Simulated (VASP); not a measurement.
# Zr2B (F-43m) in VASP: notebook

Runs on Zr2B. Level: PBE. Tasks: relaxation of cell and atoms, single point.

Everything below comes from runs of VASP 6.6.1. Logs are shortened: lines on timing, memory, paths and dates and some standing lists are left out, and cuts for length are marked.

## (1) The cell of the first run

Symmetry: F-43m, No. 216, cubic system. Conventional cell: a = 4.905 Å, b = 4.905 Å, c = 4.905 Å, α = 90.00°, β = 90.00°, γ = 90.00°. Zr (site symmetry -43m) has 4 Zr at 2.12 Å and 6 B at 2.45 Å within 2.8 Å. Within 2.8 Å of Zr (site symmetry -43m) lie 4 Zr at 2.12 Å and 4 B at 2.12 Å. B (site symmetry -43m) has 10 Zr at 2.12 to 2.45 Å within 2.8 Å.

## (2) Relaxation of cell and atoms, PBE

File INCAR:

```
PREC = Accurate
ENCUT = 600
EDIFF = 1E-6
ISMEAR = 0
SIGMA = 0.1
LREAL = False
LASPH = True
NELM = 80
ALGO = Normal
ISIF = 3
LWAVE = False
LCHARG = False
GGA = PE
IBRION = 2
NSW = 90
EDIFFG = -0.04
```

File KPOINTS:

```
Automatic mesh
0
Gamma
  6 6 6
```

File POSCAR:

```
Zr2B
1.0
    0.0000000000      2.4525758700      2.4525758700
    2.4525758700      0.0000000000      2.4525758700
    2.4525758700      2.4525758700      0.0000000000
Zr B
2 1
Direct
    0.2500000000      0.2500000000      0.2500000000
    0.0000000000      0.0000000000      0.0000000000
    0.7500000000      0.7500000000      0.7500000000
```

Potentials or basis: VASP PAW PBE potentials, release 64 (Zr_sv, B).

The run is started by

```
$ cat potpaw_PBE.64/Zr_sv/POTCAR potpaw_PBE.64/B/POTCAR > POTCAR
$ mpirun -np 1 vasp_std > vasp.out
```

OUTCAR:

```text
PREC = Accurate
   ENCUT = 600
   EDIFF = 1E-6
   ISMEAR = 0
   LREAL = False
   LASPH = True
   NELM = 80
   ISIF = 3
   GGA = PE
   IBRION = 2
   NSW = 90
   EDIFFG = -0.04

 ion  position               nearest neighbor table
   1  0.250  0.250  0.250-   2 2.12   2 2.12   2 2.12   2 2.12   3 2.45   3 2.45   3 2.45   3 2.45
                             3 2.45   3 2.45
   2  0.000  0.000  0.000-   3 2.12   1 2.12   3 2.12   1 2.12   3 2.12   3 2.12   1 2.12   1 2.12

   3  0.750  0.750  0.750-   2 2.12   2 2.12   2 2.12   2 2.12   1 2.45   1 2.45   1 2.45   1 2.45
                             1 2.45   1 2.45

  LATTYP: Found a face centered cubic cell.
 ALAT       =     4.9051517400

  Lattice vectors:

 A1 = (   0.0000000000,   2.4525758700,   2.4525758700)
 A2 = (   2.4525758700,   0.0000000000,   2.4525758700)
 A3 = (   2.4525758700,   2.4525758700,   0.0000000000)

Analysis of symmetry for initial positions (statically):
=====================================================================
 Subroutine PRICEL returns:
 Original cell was already a primitive cell.

 Routine SETGRP: Setting up the symmetry group for a
 face centered cubic supercell.

 Subroutine GETGRP returns: Found 24 space group operations
 (whereof 24 operations were pure point group operations)
 out of a pool of 48 trial point group operations.

The static configuration has the point symmetry T_d .

Analysis of symmetry for dynamics (positions and initial velocities):
=====================================================================
 Subroutine PRICEL returns:
 Original cell was already a primitive cell.

 Routine SETGRP: Setting up the symmetry group for a
 face centered cubic supercell.

 Subroutine GETGRP returns: Found 24 space group operations
 (whereof 24 operations were pure point group operations)
 out of a pool of 48 trial point group operations.

The dynamic configuration has the point symmetry T_d .

 Subroutine INISYM returns: Found 24 space group operations
 (whereof 24 operations are pure point group operations),
 and found     1 'primitive' translations

----------------------------------------------------------------------------------------

                                     Primitive cell

  volume of cell :      29.5051

  direct lattice vectors                    reciprocal lattice vectors
     0.000000000  2.452575870  2.452575870    -0.203867292  0.203867292  0.203867292
     2.452575870  0.000000000  2.452575870     0.203867292 -0.203867292  0.203867292
     2.452575870  2.452575870  0.000000000     0.203867292  0.203867292 -0.203867292

  length of vectors
     3.468466058  3.468466058  3.468466058     0.353108507  0.353108507  0.353108507

  position of ions in fractional coordinates (direct lattice)
     0.250000000  0.250000000  0.250000000
     0.000000000  0.000000000  0.000000000
     0.750000000  0.750000000  0.750000000

  ion indices of the primitive-cell ions
   primitive index   ion index
                 1           1
                 2           2
                 3           3

----------------------------------------------------------------------------------------

 KPOINTS: Automatic mesh

Automatic generation of k-mesh.
 Grid dimensions read from file:
 generate k-points for:    6    6    6

 Generating k-lattice:

  Cartesian coordinates                     Fractional coordinates (reciprocal lattice)
    -0.033977882  0.033977882  0.033977882     0.166666667  0.000000000  0.000000000
     0.033977882 -0.033977882  0.033977882     0.000000000  0.166666667  0.000000000
     0.033977882  0.033977882 -0.033977882     0.000000000  0.000000000  0.166666667

  Length of vectors
     0.058851418  0.058851418  0.058851418

  Shift w.r.t. Gamma in fractional coordinates (k-lattice)
     0.000000000  0.000000000  0.000000000

 Subroutine IBZKPT returns following result:
 ===========================================

 Found     16 irreducible k-points:

 Following reciprocal coordinates:
            Coordinates               Weight
  0.000000  0.000000  0.000000      1.000000
  0.166667  0.000000  0.000000      8.000000
  0.333333  0.000000  0.000000      8.000000
  0.500000  0.000000  0.000000      4.000000
  0.166667  0.166667  0.000000      6.000000
  0.333333  0.166667  0.000000     24.000000
[... 8 lines left out ...]
 -0.333333  0.333333  0.166667     24.000000
 -0.333333  0.500000  0.166667     12.000000
   k-points           NKPTS =     16   k-points in BZ     NKDIM =     16   number of bands    NBANDS=     17
   number of dos      NEDOS =    301   number of ions     NIONS =      3
   total plane-waves  NPLWV =  21952
   dimension x,y,z NGX =    28 NGY =   28 NGZ =   28
   dimension x,y,z NGXF=    56 NGYF=   56 NGZF=   56
   ions per type =               2   1
   NGX,Y,Z   is equivalent  to a cutoff of  13.42, 13.42, 13.42 a.u.
   NGXF,Y,Z  is equivalent  to a cutoff of  26.84, 26.84, 26.84 a.u.
 SYSTEM =  unknown system
   PREC   = accura    normal or accurate (medium, high low for compatibility)
   ISTART =      0    job   : 0-new  1-cont  2-samecut
   ICHARG =      2    charge: 1-file 2-atom 10-const
   ISPIN  =      1    spin polarized calculation?
   LNONCOLLINEAR =      F non collinear calculations
   LSORBIT =      F    spin-orbit coupling
   LASPH  =      T    aspherical Exc in radial PAW
   ENCUT  =  600.0 eV  44.10 Ry    6.64 a.u.   6.93  6.93  6.93*2*pi/ulx,y,z
   NELM   =     80;   NELMIN=  2; NELMDL= -5     # of ELM steps
   EDIFF  = 0.1E-05   stopping-criterion for ELM
   LREAL  =      F    real-space projection
   EDIFFG = -.4E-01   stopping-criterion for IOM
   NSW    =     90    number of steps for IOM
   IBRION =      2    ionic relax: 0-MD 1-quasi-New 2-CG
   NFREE  =      1    steps in history (QN), initial steepest desc. (CG)
   ISIF   =      3    stress and relaxation
   ISYM   =      2    0-nonsym 1-usesym 2-fastsym
   POTIM  = 0.5000    time-step for ionic-motion
   TEBEG  =    0.0;   TEEND  =   0.0 temperature during run
   PSTRESS=    0.0 pullay stress
   NELECT =      27.0000    total number of electrons
   NUPDOWN=      -1.0000    fix difference up-down
   EMIN   =  10.00;   EMAX   =-10.00  energy-range for DOS
   EFERMI =   0.00;   METHOD = LEGACY
   ISMEAR =     0;   SIGMA  =   0.10  broadening in eV -4-tet -1-fermi 0-gaus
   EFERMI_NEDOS =   21; number of points for ismear=-14 and -15
   IALGO  =     38    algorithm
   IMIX   =      4    mixing-type and parameters
     AMIX     =   0.40;   BMIX     =  1.00
     AMIX_MAG =   1.60;   BMIX_MAG =  1.00
  volume/ion in A,a.u.               =       9.84        66.37
  Fermi-wavevector in a.u.,A,eV,Ry     =   1.589389  3.003510 34.370474  2.526159
  Thomas-Fermi vector in A             =   2.688246
   LORBIT       =      0    0 simple, 1 ext, 2 COOP (PROOUT), +10 PAW based schemes
   GGA     = PE    functional components
   LHFCALC =     F    Hartree Fock is set to
   AEXX    =    0.0000 exact exchange contribution
   IVDW    =     0    specifies the selected vdW correction
   LEPSILON=     F    determine dielectric tensor
   LRPA    =     F    only Hartree local field effects (RPA)
 conjugate gradient relaxation of ions
 non-spin polarized calculation
 Gauss-broadening in eV      SIGMA  =   0.10
  energy-cutoff  :      600.00
  volume of cell :       29.51
 maximum number of plane-waves:      1002
   NGX = 13   NGY = 13   NGZ = 13

--------------------------------------- Ionic step        1  -------------------------------------------

 number of electron      27.0000000 magnetization

 Free energy of the ion-electron system (eV)
  ---------------------------------------------------
  ext. energy  EPLUGINS =         0.00000000
  ---------------------------------------------------
  free energy    TOTEN  =        -9.19082715 eV

  energy without entropy =       -9.17623490  energy(sigma->0) =       -9.18353103

 E-fermi :  16.6477     XC(G=0): -14.0729

 val. band max:       16.6341563895   @ k =  -0.1667   0.1667   0.0000
 cond. band min:      16.6733425088   @ k =  -0.3333   0.1667   0.0000
 fundamental gap:      0.0391861193
 Fermi energy:        16.6476530626

 k-point     1 :       0.0000    0.0000    0.0000
  band No.  band energies     occupation
      1     -34.4123      2.00000
      2     -29.4521      2.00000
      3     -12.7940      2.00000
      4     -12.7940      2.00000
      5     -12.7940      2.00000
      6      -8.7099      2.00000
[... 9 lines left out ...]
     16      19.9230      0.00000
     17      19.9230      0.00000
[... 758 lines left out ...]
 POSITION                                       TOTAL-FORCE (eV/Angst)
 -----------------------------------------------------------------------------------
      1.55421      1.55421      1.55421        -0.000000     -0.000000     -0.000000
      0.00000      0.00000      0.00000         0.000000      0.000000      0.000000
      4.66263      4.66263      4.66263         0.000000      0.000000      0.000000
 -----------------------------------------------------------------------------------
    total drift:                                0.000000      0.000000     -0.000000

  FREE ENERGIE OF THE ION-ELECTRON SYSTEM (eV)
  ---------------------------------------------------
  free  energy   TOTEN  =       -19.4295862815 eV

  energy  without entropy=      -19.4024298921  energy(sigma->0) =      -19.41600809

--------------------------------------- Ionic step        5  -------------------------------------------

 number of electron      26.9999999 magnetization

 Free energy of the ion-electron system (eV)
  ---------------------------------------------------
  ext. energy  EPLUGINS =         0.00000000
  ---------------------------------------------------
  free energy    TOTEN  =       -19.47218517 eV

  energy without entropy =      -19.44825315  energy(sigma->0) =      -19.46021916

 E-fermi :   7.8541     XC(G=0): -10.8286

 val. band max:        7.8370250307   @ k =  -0.3333   0.3333   0.0000
 cond. band min:       7.8624367060   @ k =  -0.1667   0.1667   0.0000
 fundamental gap:      0.0254116753
 Fermi energy:         7.8540756048

 k-point     1 :       0.0000    0.0000    0.0000
  band No.  band energies     occupation
      1     -41.2396      2.00000
      2     -40.2432      2.00000
      3     -19.6028      2.00000
      4     -19.6028      2.00000
      5     -19.6028      2.00000
      6     -18.2593      2.00000
[... 9 lines left out ...]
     16       8.7889      0.00000
     17       8.7889      0.00000
[... 320 lines left out ...]
 POSITION                                       TOTAL-FORCE (eV/Angst)
 -----------------------------------------------------------------------------------
      1.52186      1.52186      1.52186        -0.000000     -0.000000     -0.000000
      0.00000      0.00000      0.00000         0.000000     -0.000000      0.000000
      4.56559      4.56559      4.56559         0.000000      0.000000      0.000000
 -----------------------------------------------------------------------------------
    total drift:                                0.000000      0.000000      0.000000

  FREE ENERGIE OF THE ION-ELECTRON SYSTEM (eV)
  ---------------------------------------------------
  free  energy   TOTEN  =       -19.4721851725 eV

  energy  without entropy=      -19.4482531505  energy(sigma->0) =      -19.46021916

 reached required accuracy - stopping structural energy minimisation
```

Run time: 36 s. Hardware: 1 thread of Intel Xeon 6975P-C (Granite Rapids), shared host; peak memory 0.15 GiB.

What came out:

- Free energy: -19.4722 eV
- Relaxed volume: 18.80 Å³/atom
- Relaxed cell: a = 4.304 Å, b = 4.304 Å, c = 4.304 Å, α = 60.00°, β = 60.00°, γ = 60.00°
- Space group after relaxing (to 0.05 Å): F-43m (No. 216)
- Energy gained by relaxing: 3427.1 meV/atom
- Ionic steps: 5
- Pressure after relaxing: 0.3 GPa

Step by step:
| step | energy change (eV) | largest force (eV/Å) | pressure (GPa) | volume (Å³) |
| --- | --- | --- | --- | --- |
| 1 | 0.0000 | 0.0000 | 219.85 | 29.51 |
| 2 | -4.3855 | 0.0000 | -14.10 | 132.79 |
| 3 | -10.1776 | 0.0000 | -5.62 | 62.14 |
| 4 | -10.2388 | 0.0000 | -3.81 | 60.07 |
| 5 | -10.2814 | 0.0000 | 0.31 | 56.40 |

Final structure:
```
Zr B
1.0
     0.00000    3.04373    3.04373
     3.04373    0.00000    3.04373
     3.04373    3.04373    0.00000
Zr B
2 1
Direct
  0.25000 0.25000 0.25000
  0.00000 0.00000 0.00000
  0.75000 0.75000 0.75000
```

Caveat: the k points lie up to 0.30 Å⁻¹ apart in the final cell; the volume moved by over 15 % at a fixed basis, so the end points are rough.

(Part 1 of 2 ends here.)
